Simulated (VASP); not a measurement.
Wanted: the native input for a VASP 6.6.1 run.

| Item | Value |
| --- | --- |
| Task | single point |
| Functional | PBEsol |
| Potentials or basis | VASP PAW PBE potentials, release 64 (W_sv, S) |
| Cutoff | 520 eV |
| k mesh | 12 × 12 × 2 |
| Occupations | gaussian, width 0.05 eV |
| Spin | no spin polarisation |
| Dipole correction | no |
| Further INCAR settings | ALGO = Normal; EDIFF = 1e-07; NBANDS = 20 |

The structure of WS2 lies in POSCAR:

```
WS2
1.0
    3.1457762248      0.0000000000      0.0000000000
   -1.5728881124      2.7243221253      0.0000000000
    0.0000000000      0.0000000000     16.9534210846
W S
1 2
Direct
    0.2648382979      0.5932539090      0.0000000000
    0.6666666667      0.3333333333      0.9075761491
    0.6666666667      0.3333333333      0.0924238509
```

This cell differs from its parent crystal: atom 1 (W) moved by (-0.100, -0.200) A along x and y.

The input as run:

INCAR

```
SYSTEM = WS2
PREC = Accurate
ENCUT = 520
EDIFF = 1E-7
ISMEAR = 0
SIGMA = 0.05
LREAL = .FALSE.
LASPH = .TRUE.
NELM = 80
ALGO = Normal
ISIF = 2
LWAVE = .FALSE.
LCHARG = .TRUE.
GGA = PS
LELF = .TRUE.
LVHAR = .TRUE.
NBANDS = 20
```

KPOINTS

```
regular mesh
0
G
  12 12 2
  0 0 0
```

Potentials or basis: VASP PAW PBE potentials, release 64 (W_sv, S).

Run with:

```bash
$ cat potpaw_PBE.64/W_sv/POTCAR potpaw_PBE.64/S/POTCAR > POTCAR
$ mpirun -np 1 vasp_std > vasp.out
```

It gave:

| Item | Value |
| --- | --- |
| Largest force | 4.706 eV/Å |
| Band gap on the k mesh | 1.63 eV (least direct gap 1.88 eV) |

Caveat: the cell differs from its parent crystal (atom 1 (W) moved by (-0.100, -0.200) A along x and y); there is no dipole correction, which matters where the two faces differ; the PAW data sets were made with another functional, which shifts forces and pressure a little; spin-orbit coupling is left out, which moves the levels of the heavy elements.

It took 4.9 min on 1 thread of Intel(R) Xeon(R) 6975P-C (Granite Rapids) (shared host), peak memory 0.53 GiB.
